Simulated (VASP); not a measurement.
# FeO in VASP: further runs, part 2 of 2

VASP 6.6.1.

## 3. Single point, LDA, collinear spin, ferromagnetic start

This run uses another cell than the first one, of 9.66 Å³/atom.

The input, INCAR:

```
SYSTEM = FeO
PREC = Accurate
ENCUT = 1340
EDIFF = 1E-6
ISMEAR = -1
SIGMA = 0.05
LREAL = .FALSE.
LASPH = .TRUE.
NELM = 200
ALGO = Normal
ISIF = 2
LWAVE = .FALSE.
LCHARG = .FALSE.
ISPIN = 2
MAGMOM = 3 0
LORBIT = 11
LMAXMIX = 4
NBANDS = 22
GGA_COMPAT = .FALSE.
```

The input, KPOINTS:

```
regular mesh
0
G
  9 9 9
  0 0 0
```

The input, POSCAR:

```
FeO
1.0
    1.4982937792      0.8650403168      2.4855247686
   -1.4982937792      0.8650403168      2.4855247686
    0.0000000000     -1.7300806335      2.4855247686
Fe O
1 1
Direct
    0.0000000000      0.0000000000      0.0000000000
    0.5000000000      0.5000000000      0.5000000000
```

Potentials or basis: VASP PAW LDA potentials, release 64 (Fe_sv, O_h).

On the command line:

```
> cat potpaw_LDA.64/Fe_sv/POTCAR potpaw_LDA.64/O_h/POTCAR > POTCAR
> mpirun -np 1 vasp_std > vasp.out
```

OUTCAR:

```text
SYSTEM = FeO
   PREC = Accurate
   ENCUT = 1340
   EDIFF = 1E-6
   ISMEAR = -1
   LREAL = .FALSE.
   LASPH = .TRUE.
   NELM = 200
   ISIF = 2
   ISPIN = 2
   LORBIT = 11

 ion  position               nearest neighbor table
   1  0.000  0.000  0.000-
   2  0.500  0.500  0.500-

  LATTYP: Found a trigonal (rhomboedric) cell.
 ALAT       =     3.0283679390
 COS(alpha) =     0.5104391626

  Lattice vectors:

 A1 = (   1.4982937792,   0.8650403168,   2.4855247686)
 A2 = (  -1.4982937792,   0.8650403168,   2.4855247686)
 A3 = (   0.0000000000,  -1.7300806335,   2.4855247686)

Analysis of symmetry for initial positions (statically):
=====================================================================
 Subroutine PRICEL returns:
 Original cell was already a primitive cell.

 Routine SETGRP: Setting up the symmetry group for a
 trigonal (rhombohedral) supercell.

 Subroutine GETGRP returns: Found 12 space group operations
 (whereof 12 operations were pure point group operations)
 out of a pool of 12 trial point group operations.

The static configuration has the point symmetry D_3d.

Analysis of symmetry for dynamics (positions and initial velocities):
=====================================================================
 Subroutine PRICEL returns:
 Original cell was already a primitive cell.

 Routine SETGRP: Setting up the symmetry group for a
 trigonal (rhombohedral) supercell.

 Subroutine GETGRP returns: Found 12 space group operations
 (whereof 12 operations were pure point group operations)
 out of a pool of 12 trial point group operations.

The dynamic configuration has the point symmetry D_3d.

Analysis of structural, dynamic, and magnetic symmetry:
=====================================================================
 Subroutine PRICEL returns:
 Original cell was already a primitive cell.

 Routine SETGRP: Setting up the symmetry group for a
 trigonal (rhombohedral) supercell.

 Subroutine GETGRP returns: Found 12 space group operations
 (whereof 12 operations were pure point group operations)
[... 138 lines left out ...]

 number of electron      22.0000000 magnetization       3.9301098

 Free energy of the ion-electron system (eV)
  ---------------------------------------------------
  ext. energy  EPLUGINS =         0.00000000
  ---------------------------------------------------
  free energy    TOTEN  =       -16.55027897 eV

  energy without entropy =      -16.53730455  energy(sigma->0) =      -16.54379176

 E-fermi :  10.1892     XC(G=0): -13.2503

 val. band max:       10.1732241204   @ k =   0.2222   0.1111   0.0000
 cond. band min:      10.2038201767   @ k =   0.4444   0.0000  -0.0000
 fundamental gap:      0.0305960563
 Fermi energy:        10.1892053007

 spin component 1

 k-point     1 :       0.0000    0.0000    0.0000
  band No.  band energies     occupation
      1     -78.3785      1.00000
      2     -44.9366      1.00000
      3     -44.9199      1.00000
      4     -44.9199      1.00000
      5     -10.5216      1.00000
      6       6.1940      1.00000
[... 589 lines left out ...]
     21      40.3155      0.00000
     22      40.3371      0.00000

 [... further k-points ...]

 spin component 2

 k-point     1 :       0.0000    0.0000    0.0000
  band No.  band energies     occupation
      1     -74.5991      1.00000
      2     -41.2625      1.00000
      3     -41.2583      1.00000
      4     -41.2583      1.00000
      5      -9.9627      1.00000
      6       6.7830      1.00000
[... 589 lines left out ...]
     21      40.6965      0.00000
     22      40.7019      0.00000

 [... further k-points ...]
[... 5 lines left out ...]
  --------------------------------------------------------------------------------------
  -------------------------------------------------------------------------------------
  Total       -1.2782914     -1.2782914     -1.4147517      0.0000000     -0.0000000      0.0000000
  in kB     -105.9589828   -105.9589828   -117.2703300      0.0000000     -0.0000000      0.0000000
  external PRESSURE =    -109.7294319 kB  Pullay stress =       0.0000000 kB

 VOLUME and BASIS-vectors are now :
 -----------------------------------------------------------------------------
  energy-cutoff  :     1340.00
  volume of cell :       19.33
      direct lattice vectors                 reciprocal lattice vectors
     1.498293779  0.865040317  2.485524769     0.333712925  0.192669247  0.134109842
    -1.498293779  0.865040317  2.485524769    -0.333712925  0.192669247  0.134109842
     0.000000000 -1.730080634  2.485524769     0.000000000 -0.385338494  0.134109842

 POSITION                                       TOTAL-FORCE (eV/Angst)
 -----------------------------------------------------------------------------------
      0.00000      0.00000      0.00000         0.000000      0.000000      0.000000
      0.00000      0.00000      3.72829        -0.000000     -0.000000     -0.000000
 -----------------------------------------------------------------------------------
    total drift:                                0.000000      0.000000      0.000000

  FREE ENERGIE OF THE ION-ELECTRON SYSTEM (eV)
  ---------------------------------------------------
  free  energy   TOTEN  =       -16.5502789749 eV

  energy  without entropy=      -16.5373045506  energy(sigma->0) =      -16.54379176

 total charge

# of ion       s       p       d       tot
------------------------------------------
    1        2.107   6.001   5.533  13.641
    2        1.028   2.303   0.000   3.331
--------------------------------------------------
tot          3.135   8.304   5.533  16.972

 magnetization (x)

# of ion       s       p       d       tot
------------------------------------------
    1        0.014   0.010   3.361   3.385
    2        0.030   0.208   0.000   0.238
--------------------------------------------------
tot          0.044   0.218   3.361   3.623
```

OSZICAR:

```text
N       E                     dE             d eps       ncg     rms          rms(c)
DAV:   1     0.431444345775E+03    0.43144E+03   -0.20111E+04  7504   0.250E+03
DAV:   2     0.190389623022E+02   -0.41241E+03   -0.38602E+03  7736   0.640E+02
DAV:   3    -0.177731551074E+02   -0.36812E+02   -0.34762E+02  9024   0.195E+02
DAV:   4    -0.190358602449E+02   -0.12627E+01   -0.12564E+01  8732   0.372E+01
DAV:   5    -0.190671067055E+02   -0.31246E-01   -0.31241E-01  9116   0.693E+00    0.166E+01
DAV:   6    -0.172445583137E+02    0.18225E+01   -0.14930E+01 12242   0.581E+01    0.242E+01
DAV:   7    -0.165846240706E+02    0.65993E+00   -0.28533E+00 10938   0.346E+01    0.104E+01
DAV:   8    -0.165713215437E+02    0.13303E-01   -0.17573E-01  8824   0.396E+00    0.621E+00
DAV:   9    -0.165490160178E+02    0.22306E-01   -0.64012E-02 12380   0.373E+00    0.179E+00
DAV:  10    -0.165517704801E+02   -0.27545E-02   -0.11735E-02 10890   0.176E+00    0.589E-01
DAV:  11    -0.165501768113E+02    0.15937E-02   -0.79497E-03 12842   0.113E+00    0.229E-01
DAV:  12    -0.165502846189E+02   -0.10781E-03   -0.11404E-03  8960   0.309E-01    0.716E-02
DAV:  13    -0.165502764870E+02    0.81320E-05   -0.11143E-04  9784   0.873E-02    0.405E-02
DAV:  14    -0.165502806627E+02   -0.41757E-05   -0.10860E-05  8734   0.337E-02    0.174E-02
DAV:  15    -0.165502789473E+02    0.17154E-05   -0.32102E-06  8488   0.161E-02    0.297E-03
DAV:  16    -0.165502789749E+02   -0.27540E-07   -0.32218E-07  5066   0.571E-03
   1 F= -.16550279E+02 E0= -.16543792E+02  d E =-.129744E-01  mag=     3.9302
```

Wall time 3.7 min (1 thread of Intel Xeon Platinum 8259CL at 2.50GHz (Skylake/Cascade Lake), shared host); peak memory 0.34 GiB.

Results:

* Free energy: -16.5503 eV
* Pressure: -11.0 GPa
* Net moment: 3.93 μB per cell
* Site moments: Fe +3.38; O +0.24 μB
* Valence electrons inside the program's atomic spheres: Fe 13.64; O 3.33

Caveat: the cell stands under tension; a cell with one magnetic atom can't hold antiferromagnetic order, which such compounds often take; semilocal functionals often make such compounds metallic where correlation or magnetic order opens a gap, which also shifts bond lengths. With open d or f shells a metallic result of LDA can be an artefact of self-interaction; +U or a hybrid may open a gap.

## 4. Single point, PBEsol, collinear spin, ferromagnetic start

This run uses another cell than the first one, of 10.07 Å³/atom.

The input, INCAR:

```
PREC = Accurate
ENCUT = 600
EDIFF = 1E-6
ISMEAR = -1
SIGMA = 0.05
LREAL = F
LASPH = T
NELM = 200
ALGO = Normal
ISIF = 2
LWAVE = F
LCHARG = F
ISPIN = 2
MAGMOM = 3 0
LORBIT = 11
LMAXMIX = 4
GGA = PS
NBANDS = 18
GGA_COMPAT = F
```

The input, KPOINTS:

```
Automatic mesh
0
Gamma
  9 9 9
```

The input, POSCAR:

```
FeO
1.0
    1.5188209023      0.8768916568      2.5195772846
   -1.5188209023      0.8768916568      2.5195772846
    0.0000000000     -1.7537833136      2.5195772846
Fe O
1 1
Direct
    0.0000000000      0.0000000000      0.0000000000
    0.5000000000      0.5000000000      0.5000000000
```

Potentials or basis: VASP PAW PBE potentials, release 64 (Fe, O).

On the command line:

```
> cat potpaw_PBE.64/Fe/POTCAR potpaw_PBE.64/O/POTCAR > POTCAR
> mpirun -np 1 vasp_std > vasp.out
```

OUTCAR:

```text
PREC = Accurate
   ENCUT = 600
   EDIFF = 1E-6
   ISMEAR = -1
   LREAL = F
   LASPH = T
   NELM = 200
   ISIF = 2
   ISPIN = 2
   LORBIT = 11
   GGA = PS

 ion  position               nearest neighbor table
   1  0.000  0.000  0.000-   2 2.16   2 2.16   2 2.16   2 2.16   2 2.16   2 2.16
   2  0.500  0.500  0.500-   1 2.16   1 2.16   1 2.16   1 2.16   1 2.16   1 2.16

  LATTYP: Found a trigonal (rhomboedric) cell.
 ALAT       =     3.0698575869
 COS(alpha) =     0.5104391626

  Lattice vectors:

 A1 = (   1.5188209023,   0.8768916568,   2.5195772846)
 A2 = (  -1.5188209023,   0.8768916568,   2.5195772846)
 A3 = (   0.0000000000,  -1.7537833136,   2.5195772846)

Analysis of symmetry for initial positions (statically):
=====================================================================
 Subroutine PRICEL returns:
 Original cell was already a primitive cell.

 Routine SETGRP: Setting up the symmetry group for a
 trigonal (rhombohedral) supercell.

 Subroutine GETGRP returns: Found 12 space group operations
[... 692 lines left out ...]
 [... further k-points ...]

 spin component 2

 k-point     1 :       0.0000    0.0000    0.0000
  band No.  band energies     occupation
      1     -14.0815      1.00000
      2       2.7131      1.00000
      3       2.8169      1.00000
      4       2.8169      1.00000
      5       5.2125      1.00000
      6       5.3018      1.00000
[... 493 lines left out ...]
     17      35.8589      0.00000
     18      35.8717      0.00000

 [... further k-points ...]
[... 5 lines left out ...]
  --------------------------------------------------------------------------------------
  -------------------------------------------------------------------------------------
  Total       -1.1353907     -1.1353907     -1.2812419      0.0000000      0.0000000      0.0000000
  in kB      -90.3492361    -90.3492361   -101.9554083      0.0000000      0.0000000      0.0000000
  external PRESSURE =     -94.2179601 kB  Pullay stress =       0.0000000 kB

 VOLUME and BASIS-vectors are now :
 -----------------------------------------------------------------------------
  energy-cutoff  :      600.00
  volume of cell :       20.13
      direct lattice vectors                 reciprocal lattice vectors
     1.518820902  0.876891657  2.519577285     0.329202738  0.190065290  0.132297324
    -1.518820902  0.876891657  2.519577285    -0.329202738  0.190065290  0.132297324
     0.000000000 -1.753783314  2.519577285     0.000000000 -0.380130579  0.132297324

 POSITION                                       TOTAL-FORCE (eV/Angst)
 -----------------------------------------------------------------------------------
      0.00000      0.00000      0.00000         0.000000     -0.000000      0.000000
      0.00000      0.00000      3.77937        -0.000000      0.000000     -0.000000
 -----------------------------------------------------------------------------------
    total drift:                                0.000000     -0.000000      0.000000

  FREE ENERGIE OF THE ION-ELECTRON SYSTEM (eV)
  ---------------------------------------------------
  free  energy   TOTEN  =       -15.8400484144 eV

  energy  without entropy=      -15.8294327027  energy(sigma->0) =      -15.83474056

 total charge

# of ion       s       p       d       tot
------------------------------------------
    1        0.291   0.360   6.082   6.733
    2        1.548   3.413   0.000   4.961
--------------------------------------------------
tot          1.838   3.773   6.082  11.693

 magnetization (x)

# of ion       s       p       d       tot
------------------------------------------
    1        0.026   0.021   3.565   3.612
    2        0.030   0.272   0.000   0.302
--------------------------------------------------
tot          0.056   0.293   3.565   3.915
```

OSZICAR:

```text
N       E                     dE             d eps       ncg     rms          rms(c)
DAV:   1     0.758608192784E+02    0.75861E+02   -0.71863E+03  6500   0.991E+02
DAV:   2    -0.126892878842E+02   -0.88550E+02   -0.75275E+02  6308   0.219E+02
DAV:   3    -0.181166550053E+02   -0.54274E+01   -0.52047E+01  7016   0.571E+01
DAV:   4    -0.181597647533E+02   -0.43110E-01   -0.43078E-01  7352   0.484E+00
DAV:   5    -0.181600457834E+02   -0.28103E-03   -0.28102E-03  7374   0.409E-01    0.170E+01
DAV:   6    -0.165731443949E+02    0.15869E+01   -0.15174E+01  8152   0.567E+01    0.200E+01
DAV:   7    -0.158775226246E+02    0.69562E+00   -0.30885E+00  7832   0.337E+01    0.934E+00
DAV:   8    -0.158619546376E+02    0.15568E-01   -0.16282E-01  7538   0.391E+00    0.522E+00
DAV:   9    -0.158419256928E+02    0.20029E-01   -0.62984E-02  9798   0.387E+00    0.995E-01
DAV:  10    -0.158400981965E+02    0.18275E-02   -0.12827E-02  8572   0.234E+00    0.168E-01
DAV:  11    -0.158400102534E+02    0.87943E-04   -0.25240E-03  8330   0.497E-01    0.682E-02
DAV:  12    -0.158400411462E+02   -0.30893E-04   -0.68416E-05  8478   0.100E-01    0.388E-02
DAV:  13    -0.158400470556E+02   -0.59094E-05   -0.11756E-05  8668   0.446E-02    0.158E-02
DAV:  14    -0.158400485851E+02   -0.15295E-05   -0.27936E-06  6772   0.142E-02    0.574E-03
DAV:  15    -0.158400484144E+02    0.17073E-06   -0.24026E-07  3624   0.613E-03
   1 F= -.15840048E+02 E0= -.15834741E+02  d E =-.106157E-01  mag=     4.0014
```

stdout:

```text
POSCAR found type information on POSCAR FeO
 POSCAR found :  2 types and       2 ions
 scaLAPACK will be used
 -----------------------------------------------------------------------------
|                                                                             |
|                                                                             |
|     You enforced a specific xc type in the INCAR file but a different       |
|     I HOPE YOU KNOW WHAT YOU ARE DOING!                                     |
|                                                                             |
 -----------------------------------------------------------------------------

 LDA part: xc-table for (Slater+PW92), standard interpolation
 POSCAR, INCAR and KPOINTS ok, starting setup
 FFT: planning ... GRIDC
 FFT: planning ... GRID_SOFT
 FFT: planning ... GRID
 WAVECAR not read
 entering main loop
```

It took 2.5 min on 1 thread of Oxide Virtual Turin-like, shared host; peak memory 0.18 GiB.

What came out:

* Free energy: -15.8400 eV
* Pressure: -9.4 GPa
* Band gap on the k mesh: zero (filled and empty bands overlap)
* Net moment: 4.00 μB per cell
* Site moments: Fe +3.61; O +0.30 μB
* Valence electrons inside the program's atomic spheres: Fe 6.73; O 4.96

Stress tensor (GPa, compression positive):
```
 -9.03   0.00   0.00
  0.00  -9.03   0.00
  0.00   0.00 -10.20
```

Caveat: the cell stands under tension; the PAW data sets were made with another functional, which shifts forces and pressure a little; a cell with one magnetic atom can't hold antiferromagnetic order, which such compounds often take; semilocal functionals often make such compounds metallic where correlation or magnetic order opens a gap, which also shifts bond lengths. With open d or f shells a metallic result of PBEsol can be an artefact of self-interaction; +U or a hybrid may open a gap.

## 5. Single point, PBEsol, collinear spin, ferromagnetic start

This run uses another cell than the first one, of 10.06 Å³/atom.

The input, INCAR:

```
SYSTEM = FeO
ALGO = Normal
EDIFF = 1E-6
ENCUT = 600
GGA = PS
GGA_COMPAT = .False.
ISIF = 2
ISMEAR = -1
ISPIN = 2
LASPH = .True.
LCHARG = .True.
LELF = .True.
LMAXMIX = 4
LORBIT = 11
LREAL = .False.
LVHAR = .True.
LWAVE = .False.
MAGMOM = 3 0
NBANDS = 18
NELM = 200
PREC = Accurate
SIGMA = 0.05
```

The input, KPOINTS:

```
k-points
0
Gamma
  9 9 9
  0 0 0
```

The input, POSCAR:

```
FeO
1.0
    1.5012830692      0.8465152388      2.5195772846
   -1.5363587354      0.9072680748      2.5195772846
    0.0350756663     -1.7537833136      2.5195772846
Fe O
1 1
Direct
    0.0000000000      0.0000000000      0.0000000000
    0.5000000000      0.5000000000      0.5000000000
```

On the command line:

```
> cat potpaw_PBE.64/Fe/POTCAR potpaw_PBE.64/O/POTCAR > POTCAR
> mpirun -np 1 vasp_std > vasp.out
```

It took 5.2 min on 1 thread of Oxide Virtual Turin-like, shared host; peak memory 0.33 GiB.

Results (log left out):

```yaml
Free_energy: -15.8361 eV
Pressure: -9.3 GPa
Band_gap_on_the_k_mesh: zero (filled and empty bands overlap)
Net_moment: 4.00 μB per cell
Site_moments: Fe +3.61; O +0.30 μB
Valence_electrons_inside_the_program's_atomic_spheres: Fe 6.74; O 4.96
```

Stress tensor (GPa, compression positive):
```
 -8.87   1.74  -0.30
  1.74  -8.82   0.01
 -0.30   0.01 -10.11
```

Levels at points of the mesh, in eV from the Fermi level:
Spin up:
| k point | band 5 | band 6 | band 7 | band 8 | band 9 | band 10 | band 11 | band 12 | band 13 | band 14 |
| --- | --- | --- | --- | --- | --- | --- | --- | --- | --- | --- |
| (0.00, 0.00, 0.00) | -3.79 | -3.75 | -3.67 | -3.66 | -3.60 | 0.00 | 15.23 | 16.42 | 16.77 | 17.41 |
Spin down:
```tsv
k point	band 2	band 3	band 4	band 5	band 6	band 7	band 8	band 9
(0.00, 0.00, 0.00)	-3.33	-3.19	-3.08	-0.80	-0.77	-0.59	0.09	0.17
```

Caveat: the cell stands under tension; the PAW data sets were made with another functional, which shifts forces and pressure a little; a cell with one magnetic atom can't hold antiferromagnetic order, which such compounds often take; semilocal functionals often make such compounds metallic where correlation or magnetic order opens a gap, which also shifts bond lengths. With open d or f shells a metallic result of PBEsol can be an artefact of self-interaction; +U or a hybrid may open a gap.

## 6. Summary

```csv
level,potentials or basis,cell,k mesh,cutoff (eV),gap on the mesh (eV),pressure (GPa),moment (μB)
PBE,"VASP PAW PBE potentials, release 64 (Fe_sv, O_h)","a = 3.007 Å, angles 59.3°, 2 atoms",11 × 11 × 11,1340,none,10.8,4.00
LDA,"VASP PAW LDA potentials, release 64 (Fe_sv, O_h)","a = 3.028 Å, angles 59.3°, 2 atoms",9 × 9 × 9,1340,none,-11.0,3.93
PBEsol,"VASP PAW PBE potentials, release 64 (Fe, O)","a = 3.070 Å, angles 59.3°, 2 atoms",9 × 9 × 9,600,none,-9.4,4.00
PBEsol,"VASP PAW PBE potentials, release 64 (Fe, O)","a = 3.053, b = 3.087, c = 3.070 Å, angles 60.3, 58.4, 59.3°, 2 atoms",9 × 9 × 9,600,none,-9.3,4.00
```

Alike in all rows: task single point; spin collinear, ferromagnetic start; smearing fermi-dirac 0.05 eV.

Caveats: a cell with one magnetic atom can't hold antiferromagnetic order, which such compounds often take; semilocal functionals often make such compounds metallic where correlation or magnetic order opens a gap, which also shifts bond lengths; the cell stands under tension (at least some runs); the PAW data sets were made with another functional, which shifts forces and pressure a little (at least some runs); the cell stands under pressure (at least some runs).

Absolute energies hang on the potentials; compare differences alone.

The gap in the log of VASP goes by the Fermi energy; the results here count the filled bands.